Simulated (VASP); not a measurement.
# GaP: single point with LDA

The system is GaP.

```
CELL_PARAMETERS angstrom
0.00000 2.68842 2.68842
2.68842 0.00000 2.68842
2.68842 2.68842 0.00000
ATOMIC_POSITIONS crystal
Ga 0.00000 0.00000 0.00000
P 0.75000 0.75000 0.75000
```

```
Program             : VASP 6.6.1
Task                : single point
Functional          : LDA
Potentials or basis : VASP PAW LDA potentials, release 64 (Ga_d, P)
Cutoff              : 520 eV
k mesh              : 8 × 8 × 8
Occupations         : fermi-dirac, width 0.05 eV
Spin                : non-collinear spin, zero start, spin-orbit coupling
Starting moments    : [[0.0, 0.0, 0.0], [0.0, 0.0, 0.0]] μB
```

```yaml
Pressure: 0.7 GPa
Net_moment: 0.00 μB per cell
Valence_electrons_inside_the_program's_atomic_spheres: Ga 11.80; P 2.56
```

Moments on the atoms (μB; x, y, z):
```
Ga  0.00 0.00 0.00
P   0.00 0.00 0.00
```

Run time: 43 s on 1 thread of Intel(R) Xeon(R) 6975P-C (Granite Rapids), on a shared host, peak memory 0.24 GiB.
